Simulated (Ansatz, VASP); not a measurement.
SiC: VASP beside Ansatz

POSCAR

```
SiC
1.0
    0.0000000000      2.1780523450      2.1344912981
    2.1780523450      0.0000000000      2.1344912981
    2.1780523450      2.1780523450      0.0000000000
Si C
1 1
Direct
    0.0000000000      0.0000000000      0.0000000000
    0.2500000000      0.2500000000      0.2500000000
```

File INCAR.step1:

```
SYSTEM = SiC
PREC = Accurate
ENCUT = 520
ISMEAR = 0
SIGMA = 0.01
LREAL = .FALSE.
LASPH = .TRUE.
NELM = 100
NBANDS = 11
GGA = PE
ALGO = Normal
EDIFF = 1E-4
LWAVE = .TRUE.
LCHARG = .FALSE.
```

INCAR.step2

```
SYSTEM = SiC
PREC = Accurate
ENCUT = 520
EDIFF = 1E-6
ISMEAR = 0
SIGMA = 0.01
LREAL = .FALSE.
LASPH = .TRUE.
NELM = 100
ALGO = Normal
ISIF = 2
LWAVE = .FALSE.
LCHARG = .FALSE.
METAGGA = R2SCAN
LMIXTAU = .TRUE.
NBANDS = 11
ISTART = 1
```

File KPOINTS:

```
regular mesh
0
G
  10 10 10
  0 0 0
```

Input for Ansatz:

```yaml
crystal:
  lattice:
    - [0.0, 2.178052345, 2.1344912981]
    - [2.178052345, 0.0, 2.1344912981]
    - [2.178052345, 2.178052345, 0.0]
  atoms:
    - { symbol: Si, position: [0.0, 0.0, 0.0] }
    - { symbol: C, position: [0.25, 0.25, 0.25] }
kpoints:
  mp_grid: { grid: [10, 10, 10] }
  band_path:
    path:
      - [0.0, 0.0, 0.0]
      - [-0.5, -0.5, 0.0]
      - [-0.375, -0.375, 0.25]
      - [-0.375, 0.0, 0.375]
      - [0.0, 0.0, 0.5]
      - [-0.5, -0.25, 0.25]
    npoints: 1
hamiltonian:
  xc: r2scan
scf:
  occupations: { method: fixed }
  n_extra_bands: 4
output:
  forces: true
  stress: true
  eigenvalues: true
```

Change from the starting cell: uniaxial_z strain -2.0%.

Alike in both runs: task single point; functional r2SCAN; k mesh 10 × 10 × 10; no spin polarisation.

```csv
,VASP,Ansatz
version,VASP 6.6.1,Ansatz 0.2.0
potentials or method,"VASP PAW PBE potentials, release 64 (Si, C)","plane waves, PAW"
plane-wave cutoff (eV),520,500
occupations,"gaussian, width 0.01 eV",fixed
valence electrons in the cell,8,8
```

Ansatz gave:

```
gap on the k mesh at the Fermi level (eV)                     : 1.48
pressure (GPa)                                                : 4.8
traceless stress, the component that is largest in VASP (GPa) : 3.62
```

Task: Estimate VASP's values.

Result: gap on the k mesh at the Fermi level (eV): 1.49; pressure (GPa): 4.6; traceless stress, the component that is largest in VASP (GPa): 3.64.

VASP's potentials were made for PBE, not for r2SCAN.
